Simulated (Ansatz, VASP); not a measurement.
## In4Sb in VASP and in Ansatz

```
CELL_PARAMETERS angstrom
-3.49163 3.49163 3.49163
3.49163 -3.49163 3.49163
3.49163 3.49163 -3.49163
ATOMIC_POSITIONS crystal
In 0.49994 0.49994 0.49994
In 0.50006 0.00000 0.00000
In 0.00000 0.00000 0.50006
In 0.00000 0.50006 0.00000
Sb 0.00000 0.00000 0.00000
```

Change from the starting cell: species swapped into the GeF4 type (I-43m, No. 217).

Alike in both runs: functional PBE; k mesh 4 × 4 × 4; occupations gaussian, width 0.1 eV; no spin polarisation.

Ansatz relaxed the structure, and its values are those at the end. VASP's run is a single point on that final structure, the one shown.

```csv
,VASP,Ansatz
version,VASP 6.6.1,Ansatz 0.2.0
potentials or method,"VASP PAW PBE potentials, release 64 (In_d, Sb), cutoff 520 eV","scalar-relativistic, plane waves, PAW"
valence electrons in the cell,57,67
```

Ansatz gave:

- gap on the k mesh at the Fermi level (eV): none
- pressure (GPa): 0.0

**Question.** What did VASP give for the same quantities?

**Answer.** gap on the k mesh at the Fermi level (eV): none; pressure (GPa): -0.1.

A gap of «none» marks a metal or a gap that the smearing closes. VASP's potentials hold 57 valence electrons a cell and Ansatz's 67, so a difference there can come from the potentials and not from the codes.

Neither program's run includes spin-orbit coupling.
